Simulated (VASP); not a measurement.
A run of VASP 6.6.1:

Contents of INCAR:

```
SYSTEM = WS2
  PREC = Accurate
  ENCUT = 600
  EDIFF = 1E-6
  ISMEAR = 0
  SIGMA = 0.02
  LREAL = .False.
  LASPH = .True.
  NELM = 60
  ALGO = Normal
  ISIF = 4
  LWAVE = .False.
  LCHARG = .False.
  GGA = PS
  IBRION = 2
  NSW = 50
  EDIFFG = -0.01
```

Contents of KPOINTS:

```
regular mesh
0
Gamma
  12 12 2
  0 0 0
```

The input POSCAR:

```
WS2
1.0
    3.1143982074      0.0000000000      0.0000000000
   -1.5571991037      2.6971479651      0.0000000000
    0.0000000000      0.0000000000     16.2589527393
W S
1 2
Direct
    0.3333333333      0.6666666667      0.0000000000
    0.6666666667      0.3333333333      0.9046854989
    0.6666666667      0.3333333333      0.0953145011
```

Potentials or basis: VASP PAW PBE potentials, release 64 (W_sv, S).

Run with:

```bash
$ cat potpaw_PBE.64/W_sv/POTCAR potpaw_PBE.64/S/POTCAR > POTCAR
$ mpirun -np 1 vasp_std > vasp.out
```

Hardware: 1 thread of AMD EPYC 9R45 (Zen 5), with other jobs on the host.

Question: Estimate the wall time of this run.

Answer: It took 11 min on 1 thread of AMD EPYC 9R45 (Zen 5), on a shared host, peak memory 0.39 GiB. Counts: scf iterations 81, k points 38, ion steps 8.
